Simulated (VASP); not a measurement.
Here is a VASP 6.6.1 calculation.

INCAR

```
PREC = Accurate
ENCUT = 520
EDIFF = 1E-6
ISMEAR = 0
SIGMA = 0.15
LREAL = False
LASPH = True
NELM = 60
ALGO = Normal
ISIF = 2
LWAVE = False
LCHARG = False
GGA = PE
NBANDS = 12
```

The input KPOINTS:

```
Automatic mesh
0
Gamma
  18 18 18
```

Contents of POSCAR:

```
Ti
1.0
    0.0000000000      2.0558584513      2.0558584513
    1.9598498616      0.0000000000      2.0558584513
    1.9598498616      2.0558584513      0.0000000000
Ti
1
Direct
    0.0000000000      0.0000000000      0.0000000000
```

Potentials or basis: VASP PAW PBE potentials, release 64 (Ti_sv).

The run is started by

```console
$ cat potpaw_PBE.64/Ti_sv/POTCAR > POTCAR
$ mpirun -np 1 vasp_std > vasp.out
```

Question: Estimate the band gap on the k mesh.

Answer: Zero (bands 6 and 7 overlap by 1.36 eV).

Question: What does it give for the pressure?

Answer: 5.3 GPa.

Stress tensor (GPa, compression positive):
```
6.42 0.00 0.00
0.00 4.76 0.00
0.00 0.00 4.76
```

Caveat: the cell differs from its parent crystal (normal strain along x -0.0467, normal strain along y +0.0000); the cell stands under pressure.
